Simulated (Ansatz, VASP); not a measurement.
## Ag in VASP and in Ansatz

Contents of INCAR:

```
SYSTEM = Ag
  PREC = Accurate
  ENCUT = 520
  EDIFF = 1E-6
  ISMEAR = 0
  SIGMA = 0.15
  LREAL = .False.
  LASPH = .True.
  NELM = 100
  ALGO = Fast
  ISIF = 2
  LWAVE = .False.
  LCHARG = .False.
  GGA = PS
  NBANDS = 18
```

KPOINTS

```
regular mesh
0
Gamma
  18 18 10
  0 0 0
```

The input POSCAR:

```
Ag
1.0
    2.9299980804      0.0000000000      0.0000000000
   -1.4649990402      2.5374527707      0.0000000000
    0.0000000000      0.0000000000      4.4307500000
Ag
2
Direct
    0.3333333333      0.6666666667      0.2500000000
    0.6666666667      0.3333333333      0.7500000000
```

Input for Ansatz:

```yaml
crystal:
  lattice:
    - [2.9299980804, 0.0, 0.0]
    - [-1.4649990402, 2.5374527707, 0.0]
    - [0.0, 0.0, 4.43075]
  atoms:
    - { symbol: Ag, position: [0.3333333333, 0.6666666667, 0.25] }
    - { symbol: Ag, position: [0.6666666667, 0.3333333333, 0.75] }
basis:
  ecutwfc: 420
kpoints:
  mp_grid: { grid: [18, 18, 10] }
hamiltonian:
  xc: pbesol
scf:
  occupations: { method: gaussian, width: 0.15 }
output:
  forces: true
  stress: true
  eigenvalues: true
  write_density: true
  write_potential: true
  elf: true
  volumetric_format: npy
```

Change from the starting cell: strain -0.0750 x Voigt [0, 0, 1, 0, 0, 0], atoms carried along.

Alike in both runs: task single point; functional PBEsol; k mesh 18 × 18 × 10; occupations gaussian, width 0.15 eV; no spin polarisation.

|  | VASP | Ansatz |
| --- | --- | --- |
| version | VASP 6.6.1 | Ansatz 0.2.0 |
| potentials or method | VASP PAW PBE potentials, release 64 (Ag), cutoff 520 eV | scalar-relativistic, plane waves, PAW |
| valence electrons in the cell | 22 | 38 |

VASP gave:

```
gap on the k mesh at the Fermi level (eV)                     : none
pressure (GPa)                                                : 2.2
traceless stress, the component that is largest in VASP (GPa) : 6.16
```

Which values does Ansatz return?

gap on the k mesh at the Fermi level (eV): none; pressure (GPa): 2.5; traceless stress, the component that is largest in VASP (GPa): 6.20.

VASP's potentials were made for PBE, not for PBEsol. A gap of «none» marks a metal or a gap that the smearing closes. The functional is the same, so the differences come from potentials, cutoffs and numerics. VASP's potentials hold 22 valence electrons a cell and Ansatz's 38, so a difference there can come from the potentials and not from the codes.
